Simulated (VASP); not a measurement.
Wanted: the native input for a VASP 6.6.1 run.

```yaml
Task: single point
Functional: PBEsol
Potentials_or_basis: VASP PAW PBE potentials, release 64 (Mo_sv)
Cutoff: 520 eV
k_mesh: 10 × 10 × 10
Occupations: gaussian, width 0.1 eV
Spin: no spin polarisation
Dipole_correction: no
Further_INCAR_settings: ALGO = Normal; EDIFF = 1e-06; NBANDS = 13
```

The structure of Mo lies in POSCAR:

```
Mo
1.0
   -1.5000528797      1.5000528797      1.5000528797
    1.5000528797     -1.5000528797      1.5000528797
    1.5000528797      1.5000528797     -1.5000528797
Mo
1
Direct
    0.0000000000      0.0000000000      0.0000000000
```

These files were run (other wordings do the same):

INCAR

```
SYSTEM = Mo
ALGO = Normal
EDIFF = 1E-6
ENCUT = 520
GGA = PS
ISIF = 2
ISMEAR = 0
LASPH = .True.
LCHARG = .False.
LREAL = .False.
LWAVE = .False.
NBANDS = 13
NELM = 60
PREC = Accurate
SIGMA = 0.1
```

KPOINTS

```
k-points
0
Gamma
  10 10 10
  0 0 0
```

Potentials or basis: VASP PAW PBE potentials, release 64 (Mo_sv).

Command:

```sh
$ cat potpaw_PBE.64/Mo_sv/POTCAR > POTCAR
$ mpirun -np 1 vasp_std > vasp.out
```

Results of the run:

- Pressure: 45.8 GPa
- Band gap on the k mesh: zero (bands 7 and 8 overlap by 6.61 eV)

Caveat: the cell stands under pressure; the PAW data sets were made with another functional, which shifts forces and pressure a little.

It took 6.3 s on 1 thread of Intel(R) Xeon(R) Platinum 8488C (Sapphire Rapids) (shared host), peak memory 0.13 GiB.
